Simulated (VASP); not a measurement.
Write the native input for VASP 6.6.1 that does the following.

* Task: single point
* Functional: PBE-based global hybrid with 15 % exact exchange
* Potentials or basis: VASP PAW PBE potentials, release 64 (Cu, I)
* Cutoff: 520 eV
* k mesh: 4 × 4 × 4
* Occupations: gaussian, width 0.01 eV
* Spin: no spin polarisation
* Dipole correction: no
* Grid for exact exchange (PRECFOCK): Normal
* Share of exact exchange: 0.15
* Further INCAR settings: ALGO = Normal; EDIFF = 1e-06; NBANDS = 16

Crystal: CuI.

```
Cu I
1.0
     0.00000    3.01203    3.01203
     3.01203    0.00000    3.01203
     3.01203    3.01203    0.00000
Cu I
1 1
Direct
  0.00000 0.00000 0.00000
  0.25000 0.25000 0.25000
```

One way to write it, as run:

POSCAR

```
CuI
1.0
    0.0000000000      3.0120291112      3.0120291112
    3.0120291112      0.0000000000      3.0120291112
    3.0120291112      3.0120291112      0.0000000000
Cu I
1 1
Direct
    0.0000000000      0.0000000000      0.0000000000
    0.2500000000      0.2500000000      0.2500000000
```

INCAR.step1

```
  ALGO = Normal
  EDIFF = 1E-5
  ENCUT = 520
  GGA = PE
  ISIF = 2
  ISMEAR = 0
  LASPH = T
  LCHARG = F
  LREAL = F
  LWAVE = T
  NBANDS = 16
  NELM = 60
  PREC = Accurate
  SIGMA = 0.01
```

INCAR.step2

```
  AEXX = 0.15
  ALGO = Normal
  EDIFF = 1E-6
  ENCUT = 520
  GGA = PE
  ISIF = 2
  ISMEAR = 0
  ISTART = 1
  LASPH = T
  LCHARG = F
  LHFCALC = T
  LREAL = F
  LWAVE = F
  NBANDS = 16
  NELM = 60
  PREC = Accurate
  PRECFOCK = Normal
  SIGMA = 0.01
```

KPOINTS

```
k-points
0
Gamma
  4 4 4
```

Potentials or basis: VASP PAW PBE potentials, release 64 (Cu, I).

Command:

```console
$ cat potpaw_PBE.64/Cu/POTCAR potpaw_PBE.64/I/POTCAR > POTCAR
$ cp INCAR.step1 INCAR
$ mpirun -np 1 vasp_std > vasp.out
$ cp INCAR.step2 INCAR
$ mpirun -np 1 vasp_std > vasp.out
```

It gave:

```json
{
  "Pressure": "1.2 GPa",
  "Band gap on the k mesh": "2.48 eV"
}
```

Caveat: the k points lie up to 0.45 Å⁻¹ apart; the PAW data sets were made with another functional, which shifts forces and pressure a little; spin-orbit coupling is left out, which moves the levels of the heavy elements.

Run time: 5 min on 1 thread of Intel(R) Xeon(R) Platinum 8375C CPU @ 2.90GHz (Ice Lake), with other jobs on the host, peak memory 0.19 GiB.
